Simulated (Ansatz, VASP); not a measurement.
**One calculation of CdS, two programs**

The input INCAR:

```
PREC = Accurate
ENCUT = 520
EDIFF = 1E-6
ISMEAR = 0
SIGMA = 0.05
LREAL = False
LASPH = True
NELM = 100
ALGO = Normal
ISIF = 2
LWAVE = False
LCHARG = False
GGA = PS
NBANDS = 26
```

KPOINTS

```
Automatic mesh
0
Gamma
  10 8 10
```

File POSCAR:

```
CdS
1.0
    3.7267098942     -0.0231956942     -0.0343842055
   -0.0327933774      5.3690750467      0.0081570082
   -0.0343812773      0.0057691939      3.7513793654
Cd S
2 2
Direct
    0.5183555577      0.5195175258      0.2333257470
   -0.0183555577     -0.0195175258      0.7666742530
    0.4721810754      0.0030903537      0.2863999023
    0.0278189246      0.4969096463      0.7136000977
```

Input for Ansatz:

```yaml
crystal:
  lattice:
    - [3.7267098942, -0.0231956942, -0.0343842055]
    - [-0.0327933774, 5.3690750467, 0.0081570082]
    - [-0.0343812773, 0.0057691939, 3.7513793654]
  atoms:
    - { symbol: Cd, position: [0.5183555577, 0.5195175258, 0.233325747] }
    - { symbol: Cd, position: [-0.0183555577, -0.0195175258, 0.766674253] }
    - { symbol: S, position: [0.4721810754, 0.0030903537, 0.2863999023] }
    - { symbol: S, position: [0.0278189246, 0.4969096463, 0.7136000977] }
basis:
  ecutwfc: 420
kpoints:
  mp_grid: { grid: [10, 8, 10] }
hamiltonian:
  xc: pbesol
scf:
  occupations: { method: gaussian, width: 0.05 }
output:
  forces: true
  stress: true
  eigenvalues: true
```

Alike in both runs: task single point; functional PBEsol; k mesh 10 × 8 × 10; occupations gaussian, width 0.05 eV; no spin polarisation.

|  | VASP | Ansatz |
| --- | --- | --- |
| version | VASP 6.6.1 | Ansatz 0.2.0 |
| potentials or method | VASP PAW PBE potentials, release 64 (Cd, S), cutoff 520 eV | scalar-relativistic, plane waves, PAW |
| valence electrons in the cell | 36 | 52 |

VASP gave:

* gap on the k mesh at the Fermi level (eV): none
* pressure (GPa): 5.5
* traceless stress, the component that is largest in VASP (GPa): -1.07
* rms of the force components (eV/Å): 0.333

Task: Which values does Ansatz return?

Result: gap on the k mesh at the Fermi level (eV): none; pressure (GPa): 4.8; traceless stress, the component that is largest in VASP (GPa): -1.00; rms of the force components (eV/Å): 0.322.

VASP's potentials were made for PBE, not for PBEsol. Atom by atom the forces differ by 0.014 eV/Å (rms over components). A gap of «none» marks a metal or a gap that the smearing closes. VASP's potentials hold 36 valence electrons a cell and Ansatz's 52, so a difference there can come from the potentials and not from the codes.
